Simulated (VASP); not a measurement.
# Si2P (P6_3/mmc) in VASP: further runs, part 2 of 2

VASP 6.6.1. Earlier steps stand in the parts before.

### 4 Single point, PBE

This run uses another cell than the first one, of 14.65 Å³/atom, 1.012 times its volume.

INCAR reads:

```
PREC = Accurate
ENCUT = 520
EDIFF = 1E-6
ISMEAR = 0
SIGMA = 0.1
LREAL = F
LASPH = T
NELM = 80
ALGO = Normal
ISIF = 2
LWAVE = F
LCHARG = F
GGA = PE
NBANDS = 22
```

KPOINTS reads:

```
regular mesh
0
Gamma
  12 12 8
```

POSCAR reads:

```
Si2P
1.0
    4.5030673548      0.0000000000      0.0000000000
   -2.2515336774      3.8997707242      0.0000000000
    0.0000000000      0.0000000000      5.0042533653
Si P
4 2
Direct
    0.0000000000      0.0000000000      0.0000000000
    0.0000000000      0.0000000000      0.5000000000
    0.3333333333      0.6666666667      0.7500000000
    0.6666666667      0.3333333333      0.2500000000
    0.3333333333      0.6666666667      0.2500000000
    0.6666666667      0.3333333333      0.7500000000
```

Potentials or basis: VASP PAW PBE potentials, release 64 (Si, P).

Launch:

```console
cat potpaw_PBE.64/Si/POTCAR potpaw_PBE.64/P/POTCAR > POTCAR
mpirun -np 1 vasp_std > vasp.out
```

OUTCAR:

```text
PREC = Accurate
   ENCUT = 520
   EDIFF = 1E-6
   ISMEAR = 0
   LREAL = F
   LASPH = T
   NELM = 80
   ISIF = 2
   GGA = PE

 ion  position               nearest neighbor table
   1  0.000  0.000  0.000-   2 2.50   2 2.50   4 2.89   5 2.89   6 2.89   3 2.89   3 2.89   5 2.89
                             4 2.89   6 2.89   4 2.89   6 2.89   3 2.89   5 2.89
   2  0.000  0.000  0.500-   1 2.50   1 2.50   4 2.89   5 2.89   6 2.89   3 2.89   3 2.89   5 2.89
                             4 2.89   6 2.89   4 2.89   6 2.89   3 2.89   5 2.89
   3  0.333  0.667  0.750-   5 2.50   5 2.50   6 2.60   6 2.60   6 2.60   1 2.89   2 2.89   2 2.89
                             1 2.89   2 2.89   1 2.89
   4  0.667  0.333  0.250-   6 2.50   6 2.50   5 2.60   5 2.60   5 2.60   1 2.89   2 2.89   1 2.89
[... 817 lines left out ...]
  in kB       -0.4364913     -0.4364913     -0.7914380      0.0000000      0.0000000      0.0000000
  external PRESSURE =      -0.5548068 kB  Pullay stress =       0.0000000 kB

 VOLUME and BASIS-vectors are now :
 -----------------------------------------------------------------------------
  energy-cutoff  :      520.00
  volume of cell :       87.88
      direct lattice vectors                 reciprocal lattice vectors
     4.503067355  0.000000000  0.000000000     0.222070851  0.128212666  0.000000000
    -2.251533677  3.899770724  0.000000000     0.000000000  0.256425331  0.000000000
     0.000000000  0.000000000  5.004253365     0.000000000  0.000000000  0.199830010

 POSITION                                       TOTAL-FORCE (eV/Angst)
 -----------------------------------------------------------------------------------
      0.00000      0.00000      0.00000        -0.000000      0.000000      0.000000
      0.00000      0.00000      2.50213        -0.000000      0.000000      0.000000
     -0.00000      2.59985      3.75319         0.000000     -0.000000      0.000000
      2.25153      1.29992      1.25106        -0.000000      0.000000     -0.000000
     -0.00000      2.59985      1.25106         0.000000      0.000000      0.000000
      2.25153      1.29992      3.75319        -0.000000      0.000000      0.000000
 -----------------------------------------------------------------------------------
    total drift:                               -0.000000     -0.000000     -0.000000

  FREE ENERGIE OF THE ION-ELECTRON SYSTEM (eV)
  ---------------------------------------------------
  free  energy   TOTEN  =       -29.4047474625 eV

  energy  without entropy=      -29.3918870770  energy(sigma->0) =      -29.39831727
```

OSZICAR:

```text
N       E                     dE             d eps       ncg     rms          rms(c)
DAV:   1     0.528254348791E+02    0.52825E+02   -0.10707E+04  4180   0.100E+03
DAV:   2    -0.257162604899E+02   -0.78542E+02   -0.74782E+02  5256   0.151E+02
DAV:   3    -0.294901626182E+02   -0.37739E+01   -0.37121E+01  5512   0.289E+01
DAV:   4    -0.295265157314E+02   -0.36353E-01   -0.36281E-01  5032   0.335E+00
DAV:   5    -0.295268722054E+02   -0.35647E-03   -0.35636E-03  5364   0.308E-01    0.802E+00
DAV:   6    -0.294420705033E+02    0.84802E-01   -0.49052E-02  4970   0.949E-01    0.458E+00
DAV:   7    -0.294052147346E+02    0.36856E-01   -0.61047E-02  5048   0.106E+00    0.269E-01
DAV:   8    -0.294047301145E+02    0.48462E-03   -0.33155E-03  5060   0.304E-01    0.163E-01
DAV:   9    -0.294047561722E+02   -0.26058E-04   -0.41085E-04  5154   0.967E-02    0.725E-02
DAV:  10    -0.294047457483E+02    0.10424E-04   -0.32051E-05  5006   0.258E-02    0.208E-02
DAV:  11    -0.294047478303E+02   -0.20820E-05   -0.28224E-06  4384   0.911E-03    0.527E-03
DAV:  12    -0.294047474625E+02    0.36781E-06   -0.14979E-07  3056   0.214E-03
   1 F= -.29404747E+02 E0= -.29398317E+02  d E =-.128604E-01
```

stdout:

```text
POSCAR found type information on POSCAR SiP
 POSCAR found :  2 types and       6 ions
 scaLAPACK will be used
 LDA part: xc-table for (Slater+PW92), standard interpolation
 POSCAR, INCAR and KPOINTS ok, starting setup
 FFT: planning ... GRIDC
 FFT: planning ... GRID_SOFT
 FFT: planning ... GRID
 WAVECAR not read
 entering main loop
```

It took 3.1 min on 1 thread of Oxide Virtual Turin-like, shared host; peak memory 0.26 GiB.

Results:

```
Free energy            : -29.4047 eV
Pressure               : -0.1 GPa
Band gap on the k mesh : zero (band 13 reaches 11.66 eV, above the bottom of band 14 at 6.79 eV)
```

Levels at points of the mesh, in eV from the Fermi level:
```tsv
k point	band 9	band 10	band 11	band 12	band 13	band 14	band 15	band 16	band 17	band 18
(0.00, 0.00, 0.00)	-4.81	-2.63	-1.58	-1.58	-1.49	-1.38	-0.46	0.56	0.56	0.98
(0.50, 0.00, 0.00)	-3.48	-3.10	-2.93	-0.58	0.12	0.62	1.62	1.66	2.95	4.72
(0.00, 0.00, 0.50)	-4.30	-4.30	-3.15	-3.15	-3.15	-3.15	-2.15	-2.15	4.08	4.08
(0.50, 0.00, 0.50)	-1.09	-1.09	0.05	0.05	1.60	1.60	1.94	1.94	2.11	2.11
```

### 5 Relaxation of cell and atoms, PBE

This run uses another cell than the first one, of 20.44 Å³/atom, 1.412 times its volume.

INCAR reads:

```
ALGO = Normal
EDIFF = 1E-6
EDIFFG = -0.04
ENCUT = 600
GGA = PE
IBRION = 2
ISIF = 3
ISMEAR = 0
LASPH = T
LCHARG = F
LREAL = F
LWAVE = F
NELM = 60
NSW = 90
PREC = Accurate
SIGMA = 0.1
```

KPOINTS reads:

```
k-points
0
Gamma
  6 6 4
```

POSCAR reads:

```
Si2P
1.0
    4.8264114700      0.0000000000      0.0000000000
   -2.4132057300      4.1797949400      0.0000000000
    0.0000000000      0.0000000000      6.0780525400
Si P
4 2
Direct
    0.0000000000      0.0000000000      0.0000000000
    0.0000000000      0.0000000000      0.5000000000
    0.3333333300      0.6666666700      0.7500000000
    0.6666666700      0.3333333300      0.2500000000
    0.3333333300      0.6666666700      0.2500000000
    0.6666666700      0.3333333300      0.7500000000
```

Launch:

```console
cat potpaw_PBE.64/Si/POTCAR potpaw_PBE.64/P/POTCAR > POTCAR
mpirun -np 1 vasp_std > vasp.out
```

Wall time 4.6 min (1 thread of Oxide Virtual Turin-like, shared host); peak memory 0.26 GiB.

It converged, with:

| Item | Value |
| --- | --- |
| Free energy | -29.4775 eV |
| Relaxed volume | 14.46 Å³/atom |
| Relaxed cell | a = 4.438 Å, b = 4.438 Å, c = 5.087 Å, α = 90.00°, β = 90.00°, γ = 120.00° |
| Space group after relaxing (to 0.05 Å) | P6_3/mmc (No. 194) |
| Energy gained by relaxing | 367.7 meV/atom |
| Ionic steps | 9 |
| Pressure after relaxing | 0.0 GPa |
| Band gap on the k mesh | zero (band 13 reaches 11.91 eV, above the bottom of band 14 at 6.97 eV) |

Stress tensor (GPa, compression positive):
```
 0.06  0.00  0.00
 0.00  0.06  0.00
 0.00  0.00 -0.26
```

Step by step:
| step | energy change (eV) | largest force (eV/Å) | pressure (GPa) | volume (Å³) |
| --- | --- | --- | --- | --- |
| 1 | 0.0000 | 0.0000 | -13.98 | 122.62 |
| 2 | -1.9354 | 0.0000 | -4.82 | 93.61 |
| 3 | -2.0526 | 0.0000 | -0.18 | 87.48 |
| 4 | -2.0537 | 0.0000 | 0.43 | 86.83 |
| 5 | -2.1792 | 0.0000 | 1.77 | 85.18 |
| 6 | -2.1905 | 0.0000 | 2.35 | 84.67 |
| 7 | -2.2036 | 0.0000 | -0.75 | 87.46 |
| 8 | -2.2061 | 0.0000 | 0.09 | 86.65 |
| 9 | -2.2062 | 0.0000 | -0.05 | 86.77 |

Final structure:
```
Si P
1.0
     4.43813    0.00000    0.00000
    -2.21907    3.84353    0.00000
     0.00000    0.00000    5.08675
Si P
4 2
Direct
  0.00000 0.00000 0.00000
  0.00000 0.00000 0.50000
  0.33333 0.66667 0.75000
  0.66667 0.33333 0.25000
  0.33333 0.66667 0.25000
  0.66667 0.33333 0.75000
```

Levels at points of the mesh, in eV from the Fermi level:
| k point | band 9 | band 10 | band 11 | band 12 | band 13 | band 14 | band 15 | band 16 | band 17 |
| --- | --- | --- | --- | --- | --- | --- | --- | --- | --- |
| (0.00, 0.00, 0.00) | -4.88 | -2.49 | -1.91 | -1.91 | -1.53 | -1.27 | -0.41 | 0.31 | 0.31 |
| (0.50, 0.00, 0.00) | -3.59 | -3.48 | -2.97 | -0.84 | 0.35 | 0.90 | 1.74 | 1.76 | 3.06 |
| (0.00, 0.00, 0.50) | -4.47 | -4.47 | -3.25 | -3.25 | -3.25 | -3.25 | -2.68 | -2.68 | 3.91 |
| (0.50, 0.00, 0.50) | -1.48 | -1.48 | -0.44 | -0.44 | 1.69 | 1.69 | 2.06 | 2.06 | 2.12 |

Caveat: the volume moved by over 15 % at a fixed basis, so the end points are rough.

### 6 Relaxation of cell and atoms, PBE

INCAR reads:

```
ALGO = Normal
EDIFF = 1E-6
EDIFFG = -0.01
ENCUT = 600
GGA = PE
IBRION = 2
ISIF = 3
ISMEAR = 0
LASPH = True
LCHARG = False
LREAL = False
LWAVE = False
NELM = 60
NSW = 100
PREC = Accurate
SIGMA = 0.1
```

KPOINTS reads:

```
k-points
0
Gamma
  12 12 8
```

POSCAR reads:

```
Si2P
1.0
    4.4400559263      0.0000000000      0.0000000000
   -2.2200279631      3.8452012264      0.0000000000
    0.0000000000      0.0000000000      5.0878398859
Si P
4 2
Direct
    0.0000000000      0.0000000000      0.0000000000
    0.0000000000      0.0000000000      0.5000000000
    0.3333333333      0.6666666667      0.7500000000
    0.6666666667      0.3333333333      0.2500000000
    0.3333333333      0.6666666667      0.2500000000
    0.6666666667      0.3333333333      0.7500000000
```

Potentials or basis: VASP PAW PBE potentials, release 64 (Si, P).

Launch:

```console
cat potpaw_PBE.64/Si/POTCAR potpaw_PBE.64/P/POTCAR > POTCAR
mpirun -np 1 vasp_std > vasp.out
```

Wall time 6.7 min (1 thread of Oxide Virtual Turin-like, shared host); peak memory 0.28 GiB.

Results (log left out):

- Free energy: -29.4053 eV
- Relaxed volume: 14.63 Å³/atom
- Relaxed cell: a = 4.502 Å, b = 4.502 Å, c = 5.001 Å, α = 90.00°, β = 90.00°, γ = 120.00°
- Space group after relaxing (to 0.05 Å): P6_3/mmc (No. 194)
- Energy gained by relaxing: 3.8 meV/atom
- Ionic steps: 5
- Pressure after relaxing: 0.0 GPa
- Band gap on the k mesh: zero (band 13 reaches 11.67 eV, above the bottom of band 14 at 6.80 eV)

Step by step:
```
step  energy change (eV)  largest force (eV/Å)  pressure (GPa)  volume (Å³)
   1              0.0000                0.0000            0.58        86.86
   2             -0.0188                0.0000            0.11        87.51
   3             -0.0226                0.0000           -0.12        87.92
   4             -0.0227                0.0000           -0.15        87.99
   5             -0.0228                0.0000            0.05        87.79
```

Final structure:
```xyz
6
Lattice="4.5020 0.0000 0.0000 -2.2510 3.8989 0.0000 0.0000 0.0000 5.0014" Properties=species:S:1:pos:R:3 pbc="T T T"
Si    0.0000    0.0000    0.0000
Si    0.0000    0.0000    2.5007
Si    0.0000    2.5992    3.7511
Si    2.2510    1.2996    1.2504
P     0.0000    2.5992    1.2504
P     2.2510    1.2996    3.7511
```

Levels at points of the mesh, in eV from the Fermi level:
| k point | band 10 | band 11 | band 12 | band 13 | band 14 | band 15 | band 16 | band 17 |
| --- | --- | --- | --- | --- | --- | --- | --- | --- |
| (0.00, 0.00, 0.00) | -2.63 | -1.58 | -1.58 | -1.49 | -1.38 | -0.45 | 0.56 | 0.56 |
| (0.50, 0.00, 0.00) | -3.10 | -2.93 | -0.59 | 0.12 | 0.61 | 1.61 | 1.65 | 2.95 |
| (0.00, 0.00, 0.50) | -4.30 | -3.16 | -3.16 | -3.16 | -3.16 | -2.14 | -2.14 | 4.08 |
| (0.50, 0.00, 0.50) | -1.09 | 0.05 | 0.05 | 1.59 | 1.59 | 1.94 | 1.94 | 2.11 |

### 7 Summary

| task | cell | k mesh | cutoff (eV) | gap on the mesh (eV) | pressure (GPa) | relaxed volume (Å³/atom) |
| --- | --- | --- | --- | --- | --- | --- |
| single point | a = 4.440, b = 4.440, c = 5.088 Å, angles 90.0, 90.0, 120.0°, 6 atoms | 6 × 6 × 4 | 520 | none | -0.2 | - |
| single point | a = 4.826, b = 4.826, c = 6.078 Å, angles 90.0, 90.0, 120.0°, 6 atoms | 6 × 6 × 4 | 520 | none | -14.0 | - |
| single point | a = 4.503, b = 4.503, c = 5.004 Å, angles 90.0, 90.0, 120.0°, 6 atoms | 12 × 12 × 8 | 520 | none | -0.1 | - |
| relaxation of cell and atoms | relaxed from a = 4.826, b = 4.826, c = 6.078 Å, angles 90.0, 90.0, 120.0°, 6 atoms | 6 × 6 × 4 | 600 | none | 0.0 | 14.46 |
| relaxation of cell and atoms | relaxed from a = 4.440, b = 4.440, c = 5.088 Å, angles 90.0, 90.0, 120.0°, 6 atoms | 12 × 12 × 8 | 600 | none | 0.0 | 14.63 |

Alike in all rows: level PBE; potentials or basis VASP PAW PBE potentials, release 64 (Si, P); no spin polarisation; smearing gaussian 0.1 eV.

Caveats: the volume moved by over 15 % at a fixed basis, so the end points are rough (some runs).

Absolute energies hang on the potentials; compare differences alone.
